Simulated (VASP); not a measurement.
Set up this calculation in VASP 6.6.1, as the native input.

```yaml
Task: relaxation of cell and atoms
Functional: PBE
Potentials_or_basis: VASP PAW PBE potentials, release 64 (Ti_sv)
Cutoff: 600 eV
k_mesh: 12 × 12 × 8
Occupations: gaussian, width 0.1 eV
Spin: no spin polarisation
Dipole_correction: no
Further_INCAR_settings: ALGO = Fast; EDIFF = 1e-06; IBRION = 2; EDIFFG = -0.02; NSW = 90; ISIF = 3
```

The structure of Ti lies in POSCAR:

```
Ti
1.0
    2.9500000000      0.0000000000      0.0000000000
   -1.4750000000      2.5547749412      0.0000000000
    0.0000000000      0.0000000000      4.6800000000
Ti
2
Direct
    0.3333333333      0.6666666667      0.2500000000
    0.6666666667      0.3333333333      0.7500000000
```

One way to write it, as run:

INCAR

```
SYSTEM = Ti
PREC     = Accurate       ! precision mode
ENCUT    = 600            ! plane-wave cutoff, eV
EDIFF    = 1E-6           ! SCF threshold, eV
ISMEAR   = 0              ! smearing method
SIGMA    = 0.1            ! smearing width, eV
LREAL    = .False.        ! projectors in reciprocal space
LASPH    = .True.         ! aspherical terms in the spheres
NELM     = 80             ! most SCF steps
ALGO     = Fast           ! electronic algorithm
ISIF     = 3              ! what is computed and relaxed
LWAVE    = .False.        ! write WAVECAR
LCHARG   = .False.        ! write CHGCAR
GGA      = PE             ! functional
IBRION   = 2              ! ionic algorithm
NSW      = 90             ! ionic steps
EDIFFG   = -0.02          ! ionic threshold
```

KPOINTS

```
Automatic mesh
0
Gamma
  12 12 8
  0 0 0
```

Potentials or basis: VASP PAW PBE potentials, release 64 (Ti_sv).

The run is started by

```sh
$ cat potpaw_PBE.64/Ti_sv/POTCAR > POTCAR
$ mpirun -np 1 vasp_std > vasp.out
```

It gave:

The relaxed volume is 17.35 Å³/atom, the relaxed cell is a = 2.935 Å, b = 2.935 Å, c = 4.653 Å, α = 90.00°, β = 90.00°, γ = 120.00° and the space group after relaxing (to 0.1 Å) is P6_3/mmc (No. 194). The energy gained by relaxing is 1.6 meV/atom and the ionic steps are 3. The pressure after relaxing is 0.1 GPa. The band gap on the k mesh is zero (bands 12 and 13 overlap by 1.00 eV).

Wall time 2.6 min on 1 thread of Intel(R) Xeon(R) 6975P-C (Granite Rapids), on a shared host, peak memory 0.2 GiB.
